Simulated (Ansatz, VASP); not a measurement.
SnTe in VASP and in Ansatz

```xyz
4
Lattice="5.3968 0.0000 0.0000 -2.6984 4.6737 0.0000 0.0000 0.0000 6.4878" Properties=species:S:1:pos:R:3 pbc="T T T"
Sn    0.0000    3.1158   -0.2983
Sn    2.6984    1.5579    2.9456
Te    0.0000    3.1158    2.7312
Te    2.6984    1.5579    5.9751
```

Alike in both runs: task single point; functional r2SCAN; k mesh 6 × 6 × 4; occupations gaussian, width 0.001 eV; no spin polarisation.

|  | VASP | Ansatz |
| --- | --- | --- |
| version | VASP 6.6.1 | Ansatz 0.2.0 |
| potentials or method | VASP PAW PBE potentials, release 64 (Sn_d, Te) | plane waves |
| plane-wave cutoff (eV) | 520 | 500 |
| valence electrons in the cell | 40 | 60 |

VASP gave:

| Item | Value |
| --- | --- |
| gap on the k mesh at the Fermi level (eV) | 0.65 |
| pressure (GPa) | 0.0 |
| rms of the force components (eV/Å) | 0.004 |

Problem. Which values does Ansatz return?

Solution. gap on the k mesh at the Fermi level (eV): 0.65; pressure (GPa): 0.0; rms of the force components (eV/Å): 0.000.

VASP's potentials were made for PBE, not for r2SCAN. Atom by atom the forces differ by 0.004 eV/Å (rms over components). With one functional, cell and mesh, what is left measures potentials, basis and numerics. VASP's potentials hold 40 valence electrons a cell and Ansatz's 60, so a difference there can come from the potentials and not from the codes.

Spin-orbit coupling is off throughout.
